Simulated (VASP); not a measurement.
Runs of VASP 6.6.1 on C. The structure is that of space group Fd-3m (No. 227), or close to it. The cells are those of the table. 

```tsv
task	cell	cutoff (eV)	smearing	ions in elastic constants	gap on the mesh (eV)	pressure (GPa)
single point	a = 2.513 Å, angles 60.0°, 2 atoms	520	gaussian 0.01 eV	-	4.06	1.1
single point	a = 2.491 Å, angles 60.0°, 2 atoms	520	gaussian 0.02 eV	-	4.12	(a)
single point	a = 2.513 Å, angles 60.0°, 2 atoms	520	gaussian 0.02 eV	-	4.06	1.1
single point	a = 2.543, b = 2.534, c = 2.572 Å, angles 60.0, 60.7, 59.8°, 2 atoms	520	gaussian 0.02 eV	-	2.84	-17.2
```

Alike in all rows: level PBEsol; potentials or basis VASP PAW PBE potentials, release 64 (C); no spin polarisation; k mesh 12 × 12 × 12.

Problem. Fill in the values left out.

Solution. (a) 13.8.

Caveats: the PAW data sets were made with another functional, which shifts forces and pressure a little.

A k mesh can miss the band edges.
